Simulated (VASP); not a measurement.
**Ru: electric field gradients with PBEsol**

Crystal: Ru.

```
CELL_PARAMETERS angstrom
2.67847 0.00000 0.00000
-1.33923 2.31962 0.00000
0.00000 0.00000 4.23865
ATOMIC_POSITIONS crystal
Ru 0.33333 0.66667 0.25000
Ru 0.66667 0.33333 0.75000
```

This cell differs from its parent crystal: volume scaled by 0.97.

```json
{
  "Program": "VASP 6.6.1",
  "Task": "electric field gradients",
  "Functional": "PBEsol",
  "Potentials or basis": "VASP PAW PBE potentials, release 64 (Ru_pv)",
  "Cutoff": "520 eV",
  "k mesh": "14 × 14 × 8",
  "Occupations": "fermi-dirac, width 0.03 eV",
  "Spin": "no spin polarisation",
  "Dipole correction": "no",
  "Further INCAR settings": "ALGO = Normal; EDIFF = 1e-08; NBANDS = 21"
}
```

* Pressure: 4.1 GPa
* Band gap on the k mesh: zero (band 14 reaches 14.99 eV, above the bottom of band 15 at 11.69 eV)

Stress tensor (GPa, compression positive):
```
4.62 0.00 0.00
0.00 4.62 0.00
0.00 0.00 3.09
```

Levels at points of the mesh, in eV from the Fermi level:
| k point | band 10 | band 11 | band 12 | band 13 | band 14 | band 15 | band 16 | band 17 | band 18 | band 19 |
| --- | --- | --- | --- | --- | --- | --- | --- | --- | --- | --- |
| (0.00, 0.00, 0.00) | -2.71 | -2.53 | -1.99 | -1.99 | -1.44 | -1.44 | 1.26 | 1.26 | 1.29 | 10.23 |
| (0.50, 0.00, 0.00) | -3.15 | -2.16 | -1.87 | -1.58 | 1.54 | 1.98 | 2.05 | 4.24 | 6.34 | 10.25 |
| (0.00, 0.00, 0.50) | -2.88 | -2.88 | -2.88 | -2.83 | -2.83 | 0.60 | 0.60 | 0.60 | 0.60 | 10.26 |
| (0.50, 0.00, 0.50) | -4.74 | -1.10 | -1.10 | 0.46 | 0.46 | 1.80 | 1.80 | 3.50 | 3.50 | 10.24 |

Electric field gradients, principal values (V/Å²):
```tsv
atom	least	middle	greatest (by size)
1 Ru	7.100	7.102	-14.201
2 Ru	7.100	7.102	-14.201
```

Run time: 26 s on 1 thread of AMD EPYC 9R45 96-Core Processor (Zen 5), on a shared host, peak memory 0.14 GiB.

Caveat: without QUAD_EFG the Cq values of the log hold for a quadrupole moment of 1 mb, not for the nuclei; the PAW data sets were made with another functional, which shifts forces and pressure a little.
